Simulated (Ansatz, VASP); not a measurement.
**Two plane-wave programs on ZrB**

INCAR

```
SYSTEM = ZrB
ALGO     = Normal         ! electronic algorithm
EDIFF    = 1E-6           ! SCF threshold, eV
EDIFFG   = -0.01          ! ionic threshold
ENCUT    = 600            ! plane-wave cutoff, eV
GGA      = PE             ! functional
IBRION   = 2              ! ionic algorithm
ISIF     = 3              ! what is computed and relaxed
ISMEAR   = 0              ! smearing method
LASPH    = .True.         ! aspherical terms in the spheres
LCHARG   = .False.        ! write CHGCAR
LREAL    = .False.        ! projectors in reciprocal space
LWAVE    = .False.        ! write WAVECAR
NELM     = 80             ! most SCF steps
NSW      = 100            ! ionic steps
PREC     = Accurate       ! precision mode
SIGMA    = 0.1            ! smearing width, eV
```

The input KPOINTS:

```
k-points
0
Gamma
  18 18 20
  0 0 0
```

File POSCAR:

```
ZrB
1.0
    3.1703782013      0.0000000000      0.0000000000
    0.0000000000      3.1703782013      0.0000000000
    0.0000000000      0.0000000000      2.7342620460
Zr B
1 1
Direct
    0.5000000000      0.5000000000      0.0000000000
    0.0000000000      0.0000000000      0.5000000000
```

Input for Ansatz:

```yaml
crystal:
  lattice:
    - [3.1703782013, 0.0, 0.0]
    - [0.0, 3.1703782013, 0.0]
    - [0.0, 0.0, 2.734262046]
  atoms:
    - { symbol: Zr, position: [0.5, 0.5, 0.0] }
    - { symbol: B, position: [0.0, 0.0, 0.5] }
basis:
  ecutwfc: 420
kpoints:
  mp_grid: { grid: [18, 18, 20] }
hamiltonian:
  xc: pbe
scf:
  occupations: { method: gaussian, width: 0.1 }
output:
  forces: true
  stress: true
  eigenvalues: true
  write_density: true
  write_potential: true
  elf: true
  volumetric_format: npy
relax:
  adjacent_minimum: "off"
  f_tol: 0.01
  max_steps: 80
  cell: { stress_tol: 0.05 }
```

Alike in both runs: task relaxation of cell and atoms; functional PBE; k mesh 18 × 18 × 20; occupations gaussian, width 0.1 eV; no spin polarisation.

|  | VASP | Ansatz |
| --- | --- | --- |
| version | VASP 6.6.1 | Ansatz 0.2.0 |
| potentials or method | VASP PAW PBE potentials, release 64 (Zr_sv, B), cutoff 600 eV | scalar-relativistic, plane waves, PAW |
| valence electrons in the cell | 15 | 15 |

```csv
,VASP,Ansatz,Ansatz less VASP
"gap on the k mesh at the Fermi level, each at its own relaxed structure (eV)",none,none,-
relaxed volume (Å³/atom),13.73,13.72,-0.010
relaxed cell length with the largest relative difference (Å),2.720,2.719,-0.0014
```

A gap of «none» marks a metal or a gap that the smearing closes.
